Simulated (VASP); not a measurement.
Write the native input for VASP 6.6.1 that does the following.

```
Task                   : single point
Functional             : PBE
Potentials or basis    : VASP PAW PBE potentials, release 64 (Cd, Se, S)
Cutoff                 : 520 eV
k mesh                 : 3 × 3 × 3
Occupations            : gaussian, width 0.1 eV
Spin                   : no spin polarisation
Dipole correction      : no
Further INCAR settings : ALGO = Normal; EDIFF = 1e-06; NBANDS = 33
```

The structure of Cd2Se3S lies in POSCAR:

```
Cd2Se3S
1.0
    3.4325641000      1.9817918100      4.0592696100
   -3.4325641000      1.9817918100      4.0592696100
    0.0000000000     -3.9635836100      4.0592696100
Cd Se S
2 3 1
Direct
    0.7280314300      0.7280314300      0.7280314300
    0.2719685700      0.2719685700      0.2719685700
    0.5000000000      0.5000000000      0.0000000000
    0.0000000000      0.5000000000      0.5000000000
    0.5000000000      0.0000000000      0.5000000000
    0.0000000000      0.0000000000      0.0000000000
```

The cell was built from a structure type or drawn by symmetry, and may not be a known phase.

The input as run:

INCAR

```
PREC = Accurate ; ENCUT = 520
EDIFF = 1E-6 ; ISMEAR = 0
SIGMA = 0.1 ; LREAL = False
LASPH = True ; NELM = 80
ALGO = Normal ; ISIF = 2
LWAVE = False ; LCHARG = False
GGA = PE ; NBANDS = 33
```

KPOINTS

```
regular mesh
0
Gamma
  3 3 3
```

Potentials or basis: VASP PAW PBE potentials, release 64 (Cd, Se, S).

The run is started by

```sh
$ cat potpaw_PBE.64/Cd/POTCAR potpaw_PBE.64/Se/POTCAR potpaw_PBE.64/S/POTCAR > POTCAR
$ mpirun -np 1 vasp_std > vasp.out
```

It gave:

```
Pressure               : 31.5 GPa
Largest force          : 8.318 eV/Å
Band gap on the k mesh : zero (bands 24 and 25 overlap by 0.01 eV)
```

Caveat: the k points lie up to 0.39 Å⁻¹ apart; semilocal functionals underestimate gaps, so a narrow gap can read as zero; forces of over 1 eV/Å act on the atoms, so gaps and moduli don't describe the material at rest.

It took 21 s on 1 thread of AMD EPYC 9R45 96-Core Processor (Zen 5), on a shared host, peak memory 0.22 GiB.
